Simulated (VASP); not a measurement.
# Ni (Fm-3m) in VASP: further runs, part 2 of 2

VASP 6.6.1. Earlier steps stand in the parts before.

### 4 Single point, PBE, collinear spin, ferromagnetic start

This run uses another cell than the first one, of 10.89 Å³/atom.

The input, INCAR:

```
ALGO     = Normal         # electronic algorithm
EDIFF    = 1E-6           # SCF threshold, eV
ENCUT    = 520            # plane-wave cutoff, eV
GGA      = PE             # functional
ISIF     = 2              # what is computed and relaxed
ISMEAR   = -1             # smearing method
ISPIN    = 2              # spin polarisation
LASPH    = True           # aspherical terms in the spheres
LCHARG   = False          # write CHGCAR
LMAXMIX  = 4              # l up to which the mixer works
LORBIT   = 11             # projections on sites
LREAL    = False          # projectors in reciprocal space
LWAVE    = False          # write WAVECAR
MAGMOM   = 1              # initial moments
NBANDS   = 15             # bands
NELM     = 150            # most SCF steps
PREC     = Accurate       # precision mode
SIGMA    = 0.05           # smearing width, eV
```

The input, KPOINTS:

```
k-points
0
Gamma
  13 13 13
```

The input, POSCAR:

```
Ni
1.0
    0.0000000000      1.7590053111      1.7590053111
    1.7590053111      0.0000000000      1.7590053111
    1.7590053111      1.7590053111      0.0000000000
Ni
1
Direct
    0.0000000000      0.0000000000      0.0000000000
```

Potentials or basis: VASP PAW PBE potentials, release 64 (Ni).

Launch:

```bash
> cat potpaw_PBE.64/Ni/POTCAR > POTCAR
> mpirun -np 1 vasp_std > vasp.out
```

OUTCAR:

```text
EDIFF = 1E-6
   ENCUT = 520
   GGA = PE
   ISIF = 2
   ISMEAR = -1
   ISPIN = 2
   LASPH = True
   LORBIT = 11
   LREAL = False
   NELM = 150
   PREC = Accurate

 ion  position               nearest neighbor table
   1  0.000  0.000  0.000-

  LATTYP: Found a face centered cubic cell.
 ALAT       =     3.5180106222

  Lattice vectors:

 A1 = (   0.0000000000,   1.7590053111,   1.7590053111)
 A2 = (   1.7590053111,   0.0000000000,   1.7590053111)
 A3 = (   1.7590053111,   1.7590053111,   0.0000000000)

Analysis of symmetry for initial positions (statically):
=====================================================================
 Subroutine PRICEL returns:
 Original cell was already a primitive cell.

 Routine SETGRP: Setting up the symmetry group for a
 face centered cubic supercell.

 Subroutine GETGRP returns: Found 48 space group operations
 (whereof 48 operations were pure point group operations)
 out of a pool of 48 trial point group operations.

The static configuration has the point symmetry O_h .

Analysis of symmetry for dynamics (positions and initial velocities):
=====================================================================
 Subroutine PRICEL returns:
 Original cell was already a primitive cell.

 Routine SETGRP: Setting up the symmetry group for a
 face centered cubic supercell.

 Subroutine GETGRP returns: Found 48 space group operations
 (whereof 48 operations were pure point group operations)
 out of a pool of 48 trial point group operations.

The dynamic configuration has the point symmetry O_h .

Analysis of structural, dynamic, and magnetic symmetry:
=====================================================================
 Subroutine PRICEL returns:
 Original cell was already a primitive cell.

 Routine SETGRP: Setting up the symmetry group for a
 face centered cubic supercell.

 Subroutine GETGRP returns: Found 48 space group operations
 (whereof 48 operations were pure point group operations)
 out of a pool of 48 trial point group operations.

The overall configuration has the point symmetry O_h .

 Subroutine INISYM returns: Found 48 space group operations
 (whereof 48 operations are pure point group operations),
 and found     1 'primitive' translations

----------------------------------------------------------------------------------------

                                     Primitive cell

  volume of cell :      10.8851

  direct lattice vectors                    reciprocal lattice vectors
     0.000000000  1.759005311  1.759005311    -0.284251558  0.284251558  0.284251558
     1.759005311  0.000000000  1.759005311     0.284251558 -0.284251558  0.284251558
     1.759005311  1.759005311  0.000000000     0.284251558  0.284251558 -0.284251558

  length of vectors
     2.487609167  2.487609167  2.487609167     0.492338140  0.492338140  0.492338140

  position of ions in fractional coordinates (direct lattice)
     0.000000000  0.000000000  0.000000000

  ion indices of the primitive-cell ions
   primitive index   ion index
                 1           1

----------------------------------------------------------------------------------------

 KPOINTS: k-points

Automatic generation of k-mesh.
[... 59 lines left out ...]
   ICHARG =      2    charge: 1-file 2-atom 10-const
   ISPIN  =      2    spin polarized calculation?
   LNONCOLLINEAR =      F non collinear calculations
   LSORBIT =      F    spin-orbit coupling
   LASPH  =      T    aspherical Exc in radial PAW
   ENCUT  =  520.0 eV  38.22 Ry    6.18 a.u.   4.63  4.63  4.63*2*pi/ulx,y,z
   NELM   =    150;   NELMIN=  2; NELMDL= -5     # of ELM steps
   EDIFF  = 0.1E-05   stopping-criterion for ELM
   LREAL  =      F    real-space projection
[... 7 lines left out ...]
   TEBEG  =    0.0;   TEEND  =   0.0 temperature during run
   PSTRESS=    0.0 pullay stress
   NELECT =      10.0000    total number of electrons
   NUPDOWN=      -1.0000    fix difference up-down
   EMIN   =  10.00;   EMAX   =-10.00  energy-range for DOS
   EFERMI =   0.00;   METHOD = LEGACY
   ISMEAR =    -1;   SIGMA  =   0.05  broadening in eV -4-tet -1-fermi 0-gaus
   EFERMI_NEDOS =   21; number of points for ismear=-14 and -15
   IALGO  =     38    algorithm
   IMIX   =      4    mixing-type and parameters
     AMIX     =   0.40;   BMIX     =  1.00
     AMIX_MAG =   1.60;   BMIX_MAG =  1.00
  volume/ion in A,a.u.               =      10.89        73.46
  Fermi-wavevector in a.u.,A,eV,Ry     =   1.591467  3.007437 34.460397  2.532768
  Thomas-Fermi vector in A             =   2.690003
   LORBIT       =     11    0 simple, 1 ext, 2 COOP (PROOUT), +10 PAW based schemes
   GGA     = PE    functional components
   LHFCALC =     F    Hartree Fock is set to
   AEXX    =    0.0000 exact exchange contribution
   IVDW    =     0    specifies the selected vdW correction
   LEPSILON=     F    determine dielectric tensor
   LRPA    =     F    only Hartree local field effects (RPA)
 spin polarized calculation
  energy-cutoff  :      520.00
  volume of cell :       10.89
 maximum number of plane-waves:       304
   NGX =  9   NGY =  9   NGZ =  9

 number of electron      10.0000009 magnetization       0.6250341

 Free energy of the ion-electron system (eV)
  ---------------------------------------------------
  ext. energy  EPLUGINS =         0.00000000
  ---------------------------------------------------
  free energy    TOTEN  =        -5.48003575 eV

  energy without entropy =       -5.46669171  energy(sigma->0) =       -5.47336373

 E-fermi :   9.3733     XC(G=0): -13.2526

 val. band max:        9.3674805911   @ k =   0.3846   0.0769   0.0000
 cond. band min:       9.3778591468   @ k =   0.3846   0.3846   0.0000
 fundamental gap:      0.0103785556
 Fermi energy:         9.3732747883

 spin component 1

 k-point     1 :       0.0000    0.0000    0.0000
  band No.  band energies     occupation
      1       0.3611      1.00000
      2       6.9388      1.00000
      3       6.9388      1.00000
      4       6.9388      1.00000
      5       8.1159      1.00000
      6       8.1159      1.00000
      7      33.0860      0.00000
      8      36.9456      0.00000
      9      36.9456      0.00000
     10      36.9456      0.00000
     11      39.8812      0.00000
     12      39.8812      0.00000
     13      39.8812      0.00000
     14      42.8491      0.00000
[... 403 lines left out ...]
      4       7.3487      1.00000
      5       8.7943      0.99999
      6      10.1977      0.00000
      7      17.2521      0.00000
      8      28.1641      0.00000
      9      29.8222      0.00000
     10      31.9677      0.00000
     11      41.9457      0.00000
     12      42.1800      0.00000
     13      45.1339      0.00000
     14      48.4002      0.00000
     15      55.4270      0.00000

 [... further k-points ...]

 spin component 2

 k-point     1 :       0.0000    0.0000    0.0000
  band No.  band energies     occupation
      1       0.3294      1.00000
      2       7.6895      1.00000
      3       7.6895      1.00000
      4       7.6895      1.00000
      5       8.6975      1.00000
      6       8.6975      1.00000
      7      32.9300      0.00000
      8      36.9281      0.00000
      9      36.9281      0.00000
     10      36.9281      0.00000
     11      39.9857      0.00000
     12      39.9857      0.00000
     13      39.9857      0.00000
     14      42.7256      0.00000
[... 403 lines left out ...]
      4       7.9829      1.00000
      5       9.5418      0.03324
      6      10.6593      0.00000
      7      17.5152      0.00000
      8      28.1947      0.00000
      9      29.8976      0.00000
     10      32.0177      0.00000
     11      41.9216      0.00000
     12      42.2080      0.00000
     13      45.1852      0.00000
     14      48.5741      0.00000
     15      56.8061      0.00000

 [... further k-points ...]
[... 5 lines left out ...]
  --------------------------------------------------------------------------------------
  -------------------------------------------------------------------------------------
  Total        0.0027175      0.0027175      0.0027175      0.0000000      0.0000000      0.0000000
  in kB        0.3999876      0.3999876      0.3999876      0.0000000      0.0000000      0.0000000
  external PRESSURE =       0.3999876 kB  Pullay stress =       0.0000000 kB

 VOLUME and BASIS-vectors are now :
 -----------------------------------------------------------------------------
  energy-cutoff  :      520.00
  volume of cell :       10.89
      direct lattice vectors                 reciprocal lattice vectors
     0.000000000  1.759005311  1.759005311    -0.284251558  0.284251558  0.284251558
     1.759005311  0.000000000  1.759005311     0.284251558 -0.284251558  0.284251558
     1.759005311  1.759005311  0.000000000     0.284251558  0.284251558 -0.284251558

 POSITION                                       TOTAL-FORCE (eV/Angst)
 -----------------------------------------------------------------------------------
      0.00000      0.00000      0.00000         0.000000      0.000000      0.000000
 -----------------------------------------------------------------------------------
    total drift:                                0.000000      0.000000      0.000000

  FREE ENERGIE OF THE ION-ELECTRON SYSTEM (eV)
  ---------------------------------------------------
  free  energy   TOTEN  =        -5.4800357454 eV

  energy  without entropy=       -5.4666917074  energy(sigma->0) =       -5.47336373

 total charge

# of ion       s       p       d       tot
------------------------------------------
    1        0.497   0.497   8.315   9.309

 magnetization (x)

# of ion       s       p       d       tot
------------------------------------------
    1       -0.006  -0.024   0.667   0.637
```

Wall time 40 s (1 thread of Intel Xeon 8259CL, shared host); peak memory 0.14 GiB.

Results:

* Free energy: -5.4800 eV
* Pressure: 0.0 GPa
* Net moment: 0.63 μB per cell
* Site moments: Ni +0.64 μB
* Valence electrons inside the program's atomic spheres: Ni 9.31

Levels at points of the mesh, in eV from the Fermi level:
Spin up:
```
           k point  band 2  band 3  band 4  band 5  band 6  band 7  band 8  band 9
(0.00, 0.00, 0.00)   -2.43   -2.43   -2.43   -1.26   -1.26   23.71   27.57   27.57
```
Spin down:
| k point | band 2 | band 3 | band 4 | band 5 | band 6 | band 7 | band 8 | band 9 |
| --- | --- | --- | --- | --- | --- | --- | --- | --- |
| (0.00, 0.00, 0.00) | -1.68 | -1.68 | -1.68 | -0.68 | -0.68 | 23.56 | 27.55 | 27.55 |

### 5 Relaxation of cell and atoms, PBEsol+D4, collinear spin, ferromagnetic start

The input, INCAR:

```
SYSTEM = Ni
PREC = Accurate
ENCUT = 600
EDIFF = 1E-7
ISMEAR = -1
SIGMA = 0.05
LREAL = .False.
LASPH = .True.
NELM = 150
ALGO = Normal
ISIF = 3
LWAVE = .False.
LCHARG = .False.
ISPIN = 2
MAGMOM = 1
LORBIT = 11
LMAXMIX = 4
GGA = PS
IVDW = 13
IBRION = 2
NSW = 80
EDIFFG = -0.02
```

The input, KPOINTS:

```
Automatic mesh
0
Gamma
  13 13 13
  0 0 0
```

The input, POSCAR:

```
Ni
1.0
    0.0000000000      1.7375729330      1.7375729330
    1.7375729330      0.0000000000      1.7375729330
    1.7375729330      1.7375729330      0.0000000000
Ni
1
Direct
    0.0000000000      0.0000000000      0.0000000000
```

Launch:

```bash
> cat potpaw_PBE.64/Ni/POTCAR > POTCAR
> mpirun -np 1 vasp_std > vasp.out
```

It took 84 s on 1 thread of Intel Xeon 8259CL, shared host; peak memory 0.15 GiB.

The run converged. Its results:

```yaml
Free_energy: -6.4204 eV
Relaxed_volume: 10.21 Å³/atom
Relaxed_cell: a = 2.435 Å, b = 2.435 Å, c = 2.435 Å, α = 60.00°, β = 60.00°, γ = 60.00°
Space_group_after_relaxing_to_0.1_Å: Fm-3m (No. 225)
Energy_gained_by_relaxing: 5.7 meV/atom
Ionic_steps: 3
Pressure_after_relaxing: 0.0 GPa
Net_moment: 0.62 μB per cell
Site_moments: Ni +0.63 μB
Valence_electrons_inside_the_program's_atomic_spheres: Ni 9.44
Dispersion_energy_per_atom: -0.278 eV
```

Step by step:
```
step  energy change (eV)  largest force (eV/Å)  pressure (GPa)  volume (Å³)
   1              0.0000                0.0000           -6.25        10.49
   2              0.0024                0.0000            8.37         9.88
   3             -0.0057                0.0000           -0.03        10.21
```

Final structure:
```cif
data_structure
_symmetry_space_group_name_H-M 'P 1'
_symmetry_Int_Tables_number 1
_cell_length_a 2.4349
_cell_length_b 2.4349
_cell_length_c 2.4349
_cell_angle_alpha 60.000
_cell_angle_beta 60.000
_cell_angle_gamma 60.000
_cell_volume 10.21
loop_
_atom_site_label
_atom_site_type_symbol
_atom_site_fract_x
_atom_site_fract_y
_atom_site_fract_z
_atom_site_occupancy
Ni1 Ni 0.00000 0.00000 0.00000 1
```

Levels at points of the mesh, in eV from the Fermi level:
Spin up:
| k point | band 3 | band 4 | band 5 | band 6 | band 7 | band 8 |
| --- | --- | --- | --- | --- | --- | --- |
| (0.00, 0.00, 0.00) | -2.59 | -2.59 | -1.31 | -1.31 | 24.23 | 28.58 |
Spin down:
| k point | band 3 | band 4 | band 5 | band 6 | band 7 | band 8 |
| --- | --- | --- | --- | --- | --- | --- |
| (0.00, 0.00, 0.00) | -1.88 | -1.88 | -0.71 | -0.71 | 24.14 | 28.58 |

Caveat: the PAW data sets were made with another functional, which shifts forces and pressure a little.

### 6 Relaxation of cell and atoms, PBE, collinear spin, ferromagnetic start

The input, INCAR:

```
SYSTEM = Ni
ALGO = Normal ; EDIFF = 1E-6
EDIFFG = -0.02 ; ENCUT = 600
GGA = PE ; IBRION = 2
ISIF = 3 ; ISMEAR = -1
ISPIN = 2 ; LASPH = .True.
LCHARG = .False. ; LMAXMIX = 4
LORBIT = 11 ; LREAL = .False.
LWAVE = .False. ; MAGMOM = 1
NELM = 150 ; NSW = 80
PREC = Accurate ; SIGMA = 0.05
```

The input, KPOINTS:

```
k-points
0
Gamma
  13 13 13
  0 0 0
```

POSCAR is that of step 5.

Potentials or basis: VASP PAW PBE potentials, release 64 (Ni).

Launch:

```bash
> cat potpaw_PBE.64/Ni/POTCAR > POTCAR
> mpirun -np 1 vasp_std > vasp.out
```

It took 70 s on 1 thread of Intel Xeon 8259CL, shared host; peak memory 0.15 GiB.

It converged, with:

```yaml
Free_energy: -5.4795 eV
Relaxed_volume: 10.88 Å³/atom
Relaxed_cell: a = 2.487 Å, b = 2.487 Å, c = 2.487 Å, α = 60.00°, β = 60.00°, γ = 60.00°
Space_group_after_relaxing_to_0.1_Å: Fm-3m (No. 225)
Energy_gained_by_relaxing: 9.1 meV/atom
Ionic_steps: 3
Pressure_after_relaxing: 0.0 GPa
Net_moment: 0.63 μB per cell
Site_moments: Ni +0.64 μB
Valence_electrons_inside_the_program's_atomic_spheres: Ni 9.31
```

Step by step:
| step | energy change (eV) | largest force (eV/Å) | pressure (GPa) | volume (Å³) |
| --- | --- | --- | --- | --- |
| 1 | 0.0000 | 0.0000 | 7.86 | 10.49 |
| 2 | -0.0002 | 0.0000 | -6.68 | 11.29 |
| 3 | -0.0091 | 0.0000 | -0.01 | 10.88 |

Final structure:
```cif
data_structure
_symmetry_space_group_name_H-M 'P 1'
_symmetry_Int_Tables_number 1
_cell_length_a 2.4873
_cell_length_b 2.4873
_cell_length_c 2.4873
_cell_angle_alpha 60.000
_cell_angle_beta 60.000
_cell_angle_gamma 60.000
_cell_volume 10.88
loop_
_atom_site_label
_atom_site_type_symbol
_atom_site_fract_x
_atom_site_fract_y
_atom_site_fract_z
_atom_site_occupancy
Ni1 Ni 0.00000 0.00000 0.00000 1
```

Levels at points of the mesh, in eV from the Fermi level:
Spin up:
| k point | band 3 | band 4 | band 5 | band 6 | band 7 | band 8 |
| --- | --- | --- | --- | --- | --- | --- |
| (0.00, 0.00, 0.00) | -2.44 | -2.44 | -1.26 | -1.26 | 23.71 | 27.58 |
Spin down:
```csv
k point,band 2,band 3,band 4,band 5,band 6,band 7,band 8,band 9
"(0.00, 0.00, 0.00)",-1.68,-1.68,-1.68,-0.68,-0.68,23.56,27.56,27.56
```

### 7 The runs side by side

| task | level | cell | cutoff (eV) | smearing | gap on the mesh (eV) | pressure (GPa) | moment (μB) | relaxed volume (Å³/atom) |
| --- | --- | --- | --- | --- | --- | --- | --- | --- |
| single point | PBE | a = 2.457 Å, angles 60.0°, 1 atom | 520 | gaussian 0.025 eV | none | 7.8 | 0.62 | - |
| single point | PBE | a = 2.457 Å, angles 60.0°, 1 atom | 520 | gaussian 0.012 eV | none | 7.8 | 0.62 | - |
| single point | PBE | a = 2.488 Å, angles 60.0°, 1 atom | 520 | fermi-dirac 0.05 eV | none | 0.0 | 0.63 | - |
| relaxation of cell and atoms | PBEsol+D4 | relaxed from a = 2.457 Å, angles 60.0°, 1 atom | 600 | fermi-dirac 0.05 eV | none | 0.0 | 0.62 | 10.21 |
| relaxation of cell and atoms | PBE | relaxed from a = 2.457 Å, angles 60.0°, 1 atom | 600 | fermi-dirac 0.05 eV | none | 0.0 | 0.63 | 10.88 |

Alike in all rows: potentials or basis VASP PAW PBE potentials, release 64 (Ni); spin collinear, ferromagnetic start; k mesh 13 × 13 × 13.

Caveats: the cell stands under pressure (at least some runs); the PAW data sets were made with another functional, which shifts forces and pressure a little (at least some runs).

Total energies depend on the potentials used, so only differences within one code and one set of settings carry meaning.
